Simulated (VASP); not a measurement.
Al16O, 17 atoms in the cell. The cell holds a slab with vacuum, 17 atoms: a = 5.714 Å, b = 8.080 Å, c = 19.743 Å, α = 90.00°, β = 90.00°, γ = 90.00°. 

| Quantity | Value |
| --- | --- |
| Program | VASP 6.6.1 |
| Task | single point |
| Functional | PBE |
| Potentials or basis | VASP PAW PBE potentials, release 64 (Al, O) |
| Cutoff | 520 eV |
| k mesh | 5 × 4 × 1 |
| Occupations | gaussian, width 0.1 eV |
| Spin | no spin polarisation |
| Dipole correction | yes |
| Further INCAR settings | LREAL = Auto; ALGO = Normal; EDIFF = 1e-06; NBANDS = 41 |

Potentials or basis: VASP PAW PBE potentials, release 64 (Al, O).

The run is started by

```sh
$ cat potpaw_PBE.64/Al/POTCAR potpaw_PBE.64/O/POTCAR > POTCAR
$ mpirun -np 1 vasp_std > vasp.out
```

Hardware: 1 thread of Intel(R) Xeon(R) 6975P-C (Granite Rapids) (shared host).

Q: How long does it take, and how much memory?

A: Run time: 7.7 min on 1 thread of Intel(R) Xeon(R) 6975P-C (Granite Rapids), on a shared host, peak memory 0.81 GiB. Counts: scf iterations 26, k points 9.
